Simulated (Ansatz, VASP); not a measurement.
## Two plane-wave programs on Mn2Se

```
CELL_PARAMETERS angstrom
0.00000 2.90051 2.90051
2.90051 0.00000 2.90051
2.90051 2.90051 0.00000
ATOMIC_POSITIONS crystal
Mn 0.25000 0.25000 0.25000
Mn 0.75000 0.75000 0.75000
Se 0.00000 0.00000 0.00000
```

Alike in both runs: functional PBE; k mesh 14 × 14 × 14; occupations gaussian, width 0.1 eV; collinear spin.

Ansatz relaxed the structure, and its values are those at the end. VASP's run is a single point on that final structure, the one shown.

|  | VASP | Ansatz |
| --- | --- | --- |
| version | VASP 6.6.1 | Ansatz 0.2.0 |
| potentials or method | VASP PAW PBE potentials, release 64 (Mn_pv, Se), cutoff 520 eV | scalar-relativistic, plane waves, PAW |
| valence electrons in the cell | 32 | 46 |

VASP gave:

- gap on the k mesh at the Fermi level (eV): none
- pressure (GPa): 0.4
- net moment per atom (μB): 2.19
- size of the moment on the site where the two differ most (μB): 3.16

Question: What did Ansatz give for the same quantities?

Answer: gap on the k mesh at the Fermi level (eV): none; pressure (GPa): 0.0; net moment per atom (μB): 2.19; size of the moment on the site where the two differ most (μB): 3.08.

Site moments also hang on the region over which each program counts them. A gap of «none» marks a metal or a gap that the smearing closes. VASP's potentials hold 32 valence electrons a cell and Ansatz's 46, so a difference there can come from the potentials and not from the codes.
